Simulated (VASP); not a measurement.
Input of a VASP 6.6.1 run:

INCAR

```
PREC = Accurate
ENCUT = 520
EDIFF = 1E-6
ISMEAR = 0
SIGMA = 0.15
LREAL = F
LASPH = T
NELM = 60
ALGO = Normal
ISIF = 2
LWAVE = F
LCHARG = F
GGA = PS
NBANDS = 14
```

File KPOINTS:

```
Automatic mesh
0
Gamma
  18 18 10
```

File POSCAR:

```
TiAl
1.0
    2.8950000000      0.0000000000      0.0000000000
   -1.4475000000      2.5071435440      0.0000000000
    0.0000000000      0.0000000000      5.1735000000
Ti Al
1 1
Direct
    0.0000000000      0.0000000000      0.0000000000
    0.3333333333      0.6666666667      0.5000000000
```

Potentials or basis: VASP PAW PBE potentials, release 64 (Ti_sv, Al).

Command:

```bash
$ cat potpaw_PBE.64/Ti_sv/POTCAR potpaw_PBE.64/Al/POTCAR > POTCAR
$ mpirun -np 1 vasp_std > vasp.out
```

(1) Predict the pressure.

(2) Estimate the band gap on the k mesh.

## Answers

(1) -12.1 GPa.

(2) zero (an odd number of electrons rules out a gap without spin polarisation).

Caveat: the cell stands under tension; the PAW data sets were made with another functional, which shifts forces and pressure a little.
